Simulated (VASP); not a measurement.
# Zn (P6/mmm) in VASP: a series of runs

The runs below take Zn through single point, with PBE.

Program: VASP 6.6.1. These are calculated values, not measurements. Logs are shortened: lines on timing, memory, paths and dates and some standing lists are left out, and cuts for length are marked.

## Step 1: The cell of the first run

The structure is hexagonal, space group P6/mmm (No. 191). The conventional cell has a = 4.484 Å, b = 4.484 Å, c = 2.686 Å, α = 90.00°, β = 90.00°, γ = 120.00°. Within 3.5 Å of Zn (site symmetry 6/mmm) lie 14 Zn at 2.69 to 2.92 Å. Within 3.4 Å of Zn (site symmetry -6m2) lie 11 Zn at 2.59 to 2.92 Å.

## Step 2: Single point, PBE

File INCAR:

```
  PREC = Accurate
  ENCUT = 520
  EDIFF = 1E-7
  ISMEAR = -1
  SIGMA = 0.1
  LREAL = F
  LASPH = T
  NELM = 80
  ALGO = Normal
  ISIF = 2
  LWAVE = F
  LCHARG = T
  GGA = PE
  LELF = T
  LVHAR = T
  NBANDS = 25
```

File KPOINTS:

```
Automatic mesh
0
Gamma
  8 8 12
```

File POSCAR:

```
Zn
1.0
    4.4838843717      0.0000000000      0.0000000000
   -2.2419421859      3.8831577736      0.0000000000
    0.0000000000      0.0000000000      2.6864723920
Zn
3
Direct
    0.0000000000      1.0000000000      0.0000000000
    0.3333333333      0.6666666667      0.5000000000
    0.6666666667      0.3333333333      0.5000000000
```

Potentials or basis: VASP PAW PBE potentials, release 64 (Zn).

Launch:

```console
cat potpaw_PBE.64/Zn/POTCAR > POTCAR
mpirun -np 1 vasp_std > vasp.out
```

OUTCAR:

```text
PREC = Accurate
   ENCUT = 520
   EDIFF = 1E-7
   ISMEAR = -1
   LREAL = F
   LASPH = T
   NELM = 80
   ISIF = 2
   GGA = PE

 ion  position               nearest neighbor table
   1  0.000  0.000  0.000-   2 2.92   3 2.92   2 2.92   3 2.92   3 2.92   3 2.92   2 2.92   2 2.92
                             3 2.92   3 2.92   2 2.92   2 2.92
   2  0.333  0.667  0.500-   3 2.59   3 2.59   3 2.59   1 2.92   1 2.92   1 2.92   1 2.92   1 2.92
                             1 2.92
   3  0.667  0.333  0.500-   2 2.59   2 2.59   2 2.59   1 2.92   1 2.92   1 2.92   1 2.92   1 2.92
                             1 2.92

  LATTYP: Found a hexagonal cell.
 ALAT       =     4.4838843717
 C/A-ratio  =     0.5991395338

  Lattice vectors:

 A1 = (   4.4838843717,   0.0000000000,   0.0000000000)
 A2 = (  -2.2419421859,   3.8831577736,   0.0000000000)
 A3 = (   0.0000000000,   0.0000000000,   2.6864723920)

Analysis of symmetry for initial positions (statically):
=====================================================================
 Subroutine PRICEL returns:
 Original cell was already a primitive cell.

 Routine SETGRP: Setting up the symmetry group for a
 hexagonal supercell.

 Subroutine GETGRP returns: Found 24 space group operations
 (whereof 24 operations were pure point group operations)
 out of a pool of 24 trial point group operations.

The static configuration has the point symmetry D_6h.

Analysis of symmetry for dynamics (positions and initial velocities):
=====================================================================
 Subroutine PRICEL returns:
 Original cell was already a primitive cell.

 Routine SETGRP: Setting up the symmetry group for a
 hexagonal supercell.

 Subroutine GETGRP returns: Found 24 space group operations
 (whereof 24 operations were pure point group operations)
 out of a pool of 24 trial point group operations.

The dynamic configuration has the point symmetry D_6h.

 Subroutine INISYM returns: Found 24 space group operations
 (whereof 24 operations are pure point group operations),
 and found     1 'primitive' translations

----------------------------------------------------------------------------------------

                                     Primitive cell

  volume of cell :      46.7759

  direct lattice vectors                    reciprocal lattice vectors
     4.483884372  0.000000000  0.000000000     0.223020916  0.128761186  0.000000000
    -2.241942186  3.883157774  0.000000000     0.000000000  0.257522372  0.000000000
     0.000000000  0.000000000  2.686472392     0.000000000  0.000000000  0.372235353

  length of vectors
     4.483884372  4.483884372  2.686472392     0.257522372  0.257522372  0.372235353

  position of ions in fractional coordinates (direct lattice)
     0.000000000  0.000000000  0.000000000
     0.333333333  0.666666667  0.500000000
     0.666666667  0.333333333  0.500000000

  ion indices of the primitive-cell ions
   primitive index   ion index
                 1           1
                 2           2
                 3           3

----------------------------------------------------------------------------------------

 KPOINTS: Automatic mesh

Automatic generation of k-mesh.
 Grid dimensions read from file:
 generate k-points for:    8    8   12

 Generating k-lattice:

  Cartesian coordinates                     Fractional coordinates (reciprocal lattice)
     0.027877615  0.016095148  0.000000000     0.125000000  0.000000000  0.000000000
     0.000000000  0.032190296  0.000000000     0.000000000  0.125000000  0.000000000
     0.000000000  0.000000000  0.031019613     0.000000000  0.000000000  0.083333333

  Length of vectors
     0.032190296  0.032190296  0.031019613

  Shift w.r.t. Gamma in fractional coordinates (k-lattice)
     0.000000000  0.000000000  0.000000000

 Subroutine IBZKPT returns following result:
 ===========================================

 Found     70 irreducible k-points:

 Following reciprocal coordinates:
            Coordinates               Weight
  0.000000  0.000000  0.000000      1.000000
  0.125000 -0.000000  0.000000      6.000000
  0.250000 -0.000000  0.000000      6.000000
  0.375000  0.000000  0.000000      6.000000
  0.500000 -0.000000  0.000000      3.000000
  0.125000  0.125000  0.000000      6.000000
[... 16 lines left out ...]
  0.250000 -0.000000  0.166667     12.000000
  0.375000  0.000000  0.166667     12.000000
 [... further k-points ...]
   k-points           NKPTS =     70   k-points in BZ     NKDIM =     70   number of bands    NBANDS=     25
   number of dos      NEDOS =    301   number of ions     NIONS =      3
   total plane-waves  NPLWV =  25920
   dimension x,y,z NGX =    36 NGY =   36 NGZ =   20
   dimension x,y,z NGXF=    72 NGYF=   72 NGZF=   40
   ions per type =               3
   NGX,Y,Z   is equivalent  to a cutoff of  13.35, 13.35, 12.38 a.u.
   NGXF,Y,Z  is equivalent  to a cutoff of  26.69, 26.69, 24.75 a.u.
 SYSTEM =  unknown system
   PREC   = accura    normal or accurate (medium, high low for compatibility)
   ISTART =      0    job   : 0-new  1-cont  2-samecut
   ICHARG =      2    charge: 1-file 2-atom 10-const
   ISPIN  =      1    spin polarized calculation?
   LNONCOLLINEAR =      F non collinear calculations
   LSORBIT =      F    spin-orbit coupling
   LASPH  =      T    aspherical Exc in radial PAW
   ENCUT  =  520.0 eV  38.22 Ry    6.18 a.u.   8.34  8.34  5.00*2*pi/ulx,y,z
   NELM   =     80;   NELMIN=  2; NELMDL= -5     # of ELM steps
   EDIFF  = 0.1E-06   stopping-criterion for ELM
   LREAL  =      F    real-space projection
   EDIFFG = 0.1E-05   stopping-criterion for IOM
   NSW    =      0    number of steps for IOM
   IBRION =     -1    ionic relax: 0-MD 1-quasi-New 2-CG
   NFREE  =      0    steps in history (QN), initial steepest desc. (CG)
   ISIF   =      2    stress and relaxation
   ISYM   =      2    0-nonsym 1-usesym 2-fastsym
   POTIM  = 0.5000    time-step for ionic-motion
   TEBEG  =    0.0;   TEEND  =   0.0 temperature during run
   PSTRESS=    0.0 pullay stress
   NELECT =      36.0000    total number of electrons
   NUPDOWN=      -1.0000    fix difference up-down
   EMIN   =  10.00;   EMAX   =-10.00  energy-range for DOS
   EFERMI =   0.00;   METHOD = LEGACY
   ISMEAR =    -1;   SIGMA  =   0.10  broadening in eV -4-tet -1-fermi 0-gaus
   EFERMI_NEDOS =   21; number of points for ismear=-14 and -15
   IALGO  =     38    algorithm
   IMIX   =      4    mixing-type and parameters
     AMIX     =   0.40;   BMIX     =  1.00
     AMIX_MAG =   1.60;   BMIX_MAG =  1.00
  volume/ion in A,a.u.               =      15.59       105.22
  Fermi-wavevector in a.u.,A,eV,Ry     =   1.500266  2.835092 30.623984  2.250799
  Thomas-Fermi vector in A             =   2.611789
   LORBIT       =      0    0 simple, 1 ext, 2 COOP (PROOUT), +10 PAW based schemes
   GGA     = PE    functional components
   LHFCALC =     F    Hartree Fock is set to
   AEXX    =    0.0000 exact exchange contribution
   IVDW    =     0    specifies the selected vdW correction
   LEPSILON=     F    determine dielectric tensor
   LRPA    =     F    only Hartree local field effects (RPA)
 non-spin polarized calculation
  energy-cutoff  :      520.00
  volume of cell :       46.78
 maximum number of plane-waves:      1282
 NGX is ok and might be reduce to    36
   NGX = 17   NGY = 17   NGZ =  9

 number of electron      35.9999988 magnetization

 Free energy of the ion-electron system (eV)
  ---------------------------------------------------
  ext. energy  EPLUGINS =         0.00000000
  ---------------------------------------------------
  free energy    TOTEN  =        -3.06211692 eV

  energy without entropy =       -3.03329980  energy(sigma->0) =       -3.04770836

 E-fermi :   3.0422     XC(G=0): -11.4285

 val. band max:        3.0267505600   @ k =   0.1250  -0.0000   0.1667
 cond. band min:       3.1031267386   @ k =   0.2500   0.2500   0.5000
 fundamental gap:      0.0763761786
 Fermi energy:         3.0422248580

 k-point     1 :       0.0000    0.0000    0.0000
  band No.  band energies     occupation
      1      -7.2518      2.00000
      2      -5.3064      2.00000
      3      -4.8631      2.00000
      4      -4.7931      2.00000
      5      -4.7520      2.00000
      6      -4.7520      2.00000
[... 17 lines left out ...]
     24      16.9508      0.00000
     25      21.5872      0.00000

 k-point     2 :       0.1250   -0.0000    0.0000
  band No.  band energies     occupation
      1      -7.0910      2.00000
      2      -5.2886      2.00000
      3      -4.9261      2.00000
      4      -4.8787      2.00000
      5      -4.8458      2.00000
      6      -4.7944      2.00000
[... 17 lines left out ...]
     24      17.0384      0.00000
     25      19.6720      0.00000

 k-point     3 :       0.2500   -0.0000    0.0000
  band No.  band energies     occupation
      1      -6.6219      2.00000
      2      -5.2545      2.00000
      3      -5.1044      2.00000
      4      -4.9360      2.00000
      5      -4.9107      2.00000
      6      -4.8263      2.00000
[... 17 lines left out ...]
     24      16.5708      0.00000
     25      16.9788      0.00000

 k-point     4 :       0.3750    0.0000    0.0000
  band No.  band energies     occupation
      1      -5.9165      2.00000
      2      -5.3157      2.00000
      3      -5.1266      2.00000
      4      -4.9987      2.00000
      5      -4.9297      2.00000
      6      -4.8789      2.00000
[... 17 lines left out ...]
     24      14.1520      0.00000
     25      14.6875      0.00000
[... 477 lines left out ...]
 k-point    22 :       0.1250   -0.0000    0.1667
  band No.  band energies     occupation
      1      -6.5204      2.00000
      2      -5.0933      2.00000
      3      -4.9491      2.00000
      4      -4.9096      2.00000
      5      -4.7738      2.00000
      6      -4.7243      2.00000
[... 17 lines left out ...]
     24      16.1255      0.00000
     25      17.1601      0.00000

 k-point    23 :       0.2500   -0.0000    0.1667
  band No.  band energies     occupation
      1      -6.0831      2.00000
      2      -5.0837      2.00000
      3      -5.0383      2.00000
      4      -4.9421      2.00000
      5      -4.7885      2.00000
      6      -4.6961      2.00000
[... 17 lines left out ...]
     24      14.2088      0.00000
     25      16.2721      0.00000

 k-point    24 :       0.3750    0.0000    0.1667
  band No.  band energies     occupation
      1      -5.4743      2.00000
      2      -5.1896      2.00000
      3      -4.9691      2.00000
      4      -4.9443      2.00000
      5      -4.8177      2.00000
      6      -4.7618      2.00000
[... 17 lines left out ...]
     24      13.5111      0.00000
     25      14.2425      0.00000

 [... further k-points ...]

------------------------ aborting loop because EDIFF is reached ----------------------------------------

  FORCE on cell =-STRESS in cart. coord.  units (eV):
  Direction    XX          YY          ZZ          XY          YZ          ZX
  --------------------------------------------------------------------------------------
  -------------------------------------------------------------------------------------
  Total        0.0890003      0.0890003      0.0803028     -0.0000000     -0.0000000      0.0000000
  in kB        3.0484578      3.0484578      2.7505502     -0.0000000     -0.0000000      0.0000000
  external PRESSURE =       2.9491552 kB  Pullay stress =       0.0000000 kB

 VOLUME and BASIS-vectors are now :
 -----------------------------------------------------------------------------
  energy-cutoff  :      520.00
  volume of cell :       46.78
      direct lattice vectors                 reciprocal lattice vectors
     4.483884372  0.000000000  0.000000000     0.223020916  0.128761186  0.000000000
    -2.241942186  3.883157774  0.000000000     0.000000000  0.257522372  0.000000000
     0.000000000  0.000000000  2.686472392     0.000000000  0.000000000  0.372235353

 POSITION                                       TOTAL-FORCE (eV/Angst)
 -----------------------------------------------------------------------------------
      0.00000      0.00000      0.00000        -0.000000      0.000000      0.000000
     -0.00000      2.58877      1.34324         0.000000      0.000000     -0.000000
      2.24194      1.29439      1.34324         0.000000      0.000000      0.000000
 -----------------------------------------------------------------------------------
    total drift:                                0.000000      0.000000     -0.000000

  FREE ENERGIE OF THE ION-ELECTRON SYSTEM (eV)
  ---------------------------------------------------
  free  energy   TOTEN  =        -3.0621169248 eV

  energy  without entropy=       -3.0332997965  energy(sigma->0) =       -3.04770836
```

Run time: 94 s. Hardware: 1 thread of Intel Xeon Platinum 8488C (Sapphire Rapids), shared host; peak memory 0.2 GiB.

Results:

```yaml
Free_energy: -3.0621 eV
Pressure: 0.3 GPa
Band_gap_on_the_k_mesh: zero (band 18 reaches 7.21 eV, above the bottom of band 19 at 1.86 eV)
```

Levels at points of the mesh, in eV from the Fermi level:
| k point | band 14 | band 15 | band 16 | band 17 | band 18 | band 19 | band 20 | band 21 | band 22 | band 23 |
| --- | --- | --- | --- | --- | --- | --- | --- | --- | --- | --- |
| (0.00, 0.00, 0.00) | -7.40 | -7.05 | -7.05 | 0.62 | 0.62 | 0.67 | 0.67 | 0.69 | 0.85 | 9.91 |
| (0.50, 0.00, 0.00) | -7.14 | -7.03 | -6.86 | -6.68 | -2.71 | -1.18 | 8.01 | 8.09 | 8.50 | 8.54 |
| (0.00, 0.00, 0.50) | -7.11 | -6.90 | -4.22 | -4.17 | 4.17 | 4.26 | 4.26 | 4.76 | 5.58 | 5.58 |
| (0.50, 0.00, 0.50) | -7.05 | -6.97 | -2.59 | -1.97 | -1.42 | -0.93 | 2.61 | 2.99 | 3.46 | 4.45 |

(Part 1 of 2 ends here.)
